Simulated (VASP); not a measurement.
Set up this calculation in VASP 6.6.1, as the native input.

| Quantity | Value |
| --- | --- |
| Task | single point |
| Functional | LDA |
| Potentials or basis | VASP PAW LDA potentials, release 64 (Rh_pv, Pt) |
| Cutoff | 520 eV |
| k mesh | 6 × 6 × 6 |
| Occupations | methfessel-paxton, width 0.025 eV |
| Spin | no spin polarisation |
| Dipole correction | no |
| Further INCAR settings | ALGO = Normal; EDIFF = 1e-06; NBANDS = 30 |

The structure of Pt3Rh lies in POSCAR:

```
Pt3Rh
1.0
    3.9098689900      0.0000000000      0.0000000000
    0.0000000000      3.9098689900      0.0000000000
    0.0000000000      0.0000000000      3.9098689900
Rh Pt
1 3
Direct
    0.5000000000      0.5000000000      0.5000000000
    0.5000000000      0.0000000000      0.0000000000
    0.0000000000      0.5000000000      0.0000000000
    0.0000000000      0.0000000000      0.5000000000
```

These files were run (other wordings do the same):

INCAR

```
  PREC = Accurate
  ENCUT = 520
  EDIFF = 1E-6
  ISMEAR = 1
  SIGMA = 0.025
  LREAL = F
  LASPH = T
  NELM = 100
  ALGO = Normal
  ISIF = 2
  LWAVE = F
  LCHARG = F
  GGA = CA
  NBANDS = 30
```

KPOINTS

```
regular mesh
0
Gamma
  6 6 6
```

Potentials or basis: VASP PAW LDA potentials, release 64 (Rh_pv, Pt).

Run with:

```bash
$ cat potpaw_LDA.64/Rh_pv/POTCAR potpaw_LDA.64/Pt/POTCAR > POTCAR
$ mpirun -np 1 vasp_std > vasp.out
```

It gave:

The pressure is -10.3 GPa.

It took 40 s on 1 thread of AMD EPYC 7R43 64-Core Processor (Zen 3), with other jobs on the host, peak memory 0.13 GiB.
